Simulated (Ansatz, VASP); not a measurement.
One calculation of MgO, two programs

POSCAR

```
MgO
1.0
    0.0000000000      2.2934156910      2.2934156910
    2.2934156910      0.0000000000      2.2934156910
    2.2934156910      2.2934156910      0.0000000000
Mg O
1 1
Direct
    0.0000000000      0.0000000000      0.0000000000
    0.2500000000      0.2500000000      0.2500000000
```

INCAR.step1

```
PREC = Accurate
ENCUT = 520
EDIFF = 1E-5
ISMEAR = 0
SIGMA = 0.01
LREAL = F
LASPH = T
NELM = 120
ALGO = Normal
ISIF = 2
LWAVE = T
LCHARG = F
NBANDS = 11
GGA = PE
GGA_COMPAT = F
```

Contents of INCAR.step2:

```
PREC = Accurate
ENCUT = 520
EDIFF = 1E-6
ISMEAR = 0
SIGMA = 0.01
LREAL = F
LASPH = T
NELM = 120
ALGO = Normal
ISIF = 2
LWAVE = F
LCHARG = F
GGA = PE
LHFCALC = T
HFSCREEN = 0.2079
PRECFOCK = Normal
NBANDS = 11
ISTART = 1
GGA_COMPAT = F
```

KPOINTS

```
regular mesh
0
Gamma
  6 6 6
```

Input for Ansatz:

```yaml
crystal:
  lattice:
    - [0.0, 2.293415691, 2.293415691]
    - [2.293415691, 0.0, 2.293415691]
    - [2.293415691, 2.293415691, 0.0]
  atoms:
    - { symbol: Mg, position: [0.0, 0.0, 0.0] }
    - { symbol: O, position: [0.25, 0.25, 0.25] }
kpoints:
  mp_grid: { grid: [6, 6, 6] }
  band_path:
    path:
      - [0.0, 0.0, 0.0]
      - [-0.5, -0.5, 0.0]
      - [-0.375, -0.375, 0.25]
      - [-0.375, 0.0, 0.375]
      - [0.0, 0.0, 0.5]
      - [-0.5, -0.25, 0.25]
    npoints: 1
hamiltonian:
  xc: hse06
scf:
  occupations: { method: fixed }
  n_extra_bands: 4
output:
  forces: true
  stress: true
  eigenvalues: true
```

Change from the starting cell: hydrostatic strain +0.5%.

Alike in both runs: task single point; functional HSE06; k mesh 6 × 6 × 6; no spin polarisation.

|  | VASP | Ansatz |
| --- | --- | --- |
| version | VASP 6.6.1 | Ansatz 0.2.0 |
| potentials or method | VASP PAW PBE potentials, release 64 (Mg, O) | plane waves, PAW |
| plane-wave cutoff (eV) | 520 | 420 |
| occupations | gaussian, width 0.01 eV | fixed |
| valence electrons in the cell | 8 | 16 |

Ansatz gave:

* gap on the k mesh at the Fermi level (eV): 5.17
* pressure (GPa): -1.9

Question: Estimate VASP's values.

Answer: gap on the k mesh at the Fermi level (eV): 5.15; pressure (GPa): -2.0.

VASP's potentials hold 8 valence electrons a cell and Ansatz's 16, so a difference there can come from the potentials and not from the codes. Ansatz's warnings: stress exchange threshold loose, stress scf threshold loose.
